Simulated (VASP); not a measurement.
Set up this calculation in VASP 6.6.1, as the native input.

```yaml
Task: relaxation of cell and atoms
Functional: PBEsol
Potentials_or_basis: VASP PAW PBE potentials, release 64 (Se)
Cutoff: 600 eV
k_mesh: 15 × 15 × 15
Occupations: fermi-dirac, width 0.05 eV
Spin: no spin polarisation
Target_pressure: 450 GPa
Dipole_correction: no
Further_INCAR_settings: ALGO = Normal; EDIFF = 1e-06; IBRION = 2; EDIFFG = -0.005; NSW = 60; ISIF = 3
```

The structure of Se lies in POSCAR:

```
Se
1.0
    0.0000000000      2.0504370953      2.0504370953
    2.0504370953      0.0000000000      2.0504370953
    2.0504370953      2.0504370953      0.0000000000
Se
2
Direct
   -0.1250000000     -0.1250000000     -0.1250000000
    0.1250000000      0.1250000000      0.1250000000
```

One way to write it, as run:

INCAR

```
ALGO     = Normal         # electronic algorithm
EDIFF    = 1E-6           # SCF threshold, eV
EDIFFG   = -0.005         # ionic threshold
ENCUT    = 600            # plane-wave cutoff, eV
GGA      = PS             # functional
IBRION   = 2              # ionic algorithm
ISIF     = 3              # what is computed and relaxed
ISMEAR   = -1             # smearing method
LASPH    = True           # aspherical terms in the spheres
LCHARG   = False          # write CHGCAR
LREAL    = False          # projectors in reciprocal space
LWAVE    = False          # write WAVECAR
NELM     = 80             # most SCF steps
NSW      = 60             # ionic steps
PREC     = Accurate       # precision mode
PSTRESS  = 4500.0       
SIGMA    = 0.05           # smearing width, eV
```

KPOINTS

```
k-points
0
Gamma
  15 15 15
```

Potentials or basis: VASP PAW PBE potentials, release 64 (Se).

Launch:

```console
$ cat potpaw_PBE.64/Se/POTCAR > POTCAR
$ mpirun -np 1 vasp_std > vasp.out
```

Results of the run:

```yaml
Relaxed_volume: 9.91 Å³/atom
Relaxed_cell: a = 3.038 Å, b = 3.038 Å, c = 3.038 Å, α = 60.00°, β = 60.00°, γ = 60.00°
Space_group_after_relaxing_to_0.05_Å: Fd-3m (No. 227)
Energy_change_on_relaxing_the_enthalpy_is_what_falls: -4523.1 meV/atom
Ionic_steps: 6
Pressure_after_relaxing: 450.1 GPa
Band_gap_on_the_k_mesh: zero (band 6 reaches 20.70 eV, above the bottom of band 7 at 14.66 eV)
```

Caveat: the cell is relaxed towards a set pressure, so the enthalpy falls and the energy may rise; the PAW data sets were made with another functional, which shifts forces and pressure a little.

Wall time 39 s on 1 thread of Intel(R) Xeon(R) Platinum 8559C (Emerald Rapids) (shared host), peak memory 0.16 GiB.
